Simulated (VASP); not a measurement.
Runs of VASP 6.6.1 on AlC6. The structure is that of space group P6/mmm (No. 191), or close to it. The cells are those of the table. 

| task | cell | k mesh | cutoff (eV) | gap on the mesh (eV) | pressure (GPa) | largest force (eV/Å) |
| --- | --- | --- | --- | --- | --- | --- |
| single point | a = 4.277, b = 4.277, c = 5.671 Å, angles 90.0, 90.0, 120.0°, 7 atoms | 6 × 6 × 6 | 520 | none | 0.3 | (a) |
| single point | a = 4.270, b = 4.270, c = 5.842 Å, angles 90.0, 90.0, 120.0°, 7 atoms | 12 × 12 × 8 | 520 | none | 0.3 | - |
| single point | a = 4.254, b = 4.254, c = 3.016 Å, angles 90.0, 90.0, 120.0°, 7 atoms | 6 × 6 × 6 | 520 | none | 47.4 | 2.03 |
| relaxation of cell and atoms | relaxed from a = 4.277, b = 4.277, c = 5.671 Å, angles 90.0, 90.0, 120.0°, 7 atoms | 12 × 12 × 8 | 600 | none | -0.1 | 0.01 |

Alike in all rows: level PBE+D3(BJ); potentials or basis VASP PAW PBE potentials, release 64 (Al, C); no spin polarisation; smearing gaussian 0.1 eV.

**Question.** Estimate the missing entries.

**Answer.** (a) 0.02.

Caveats: pairwise dispersion overbinds metals, which lowers pressure and volume; forces of over 1 eV/Å act on the atoms, so gaps and moduli don't describe the material at rest (some runs).

A gap of «none» marks levels without a gap at the run's occupations.
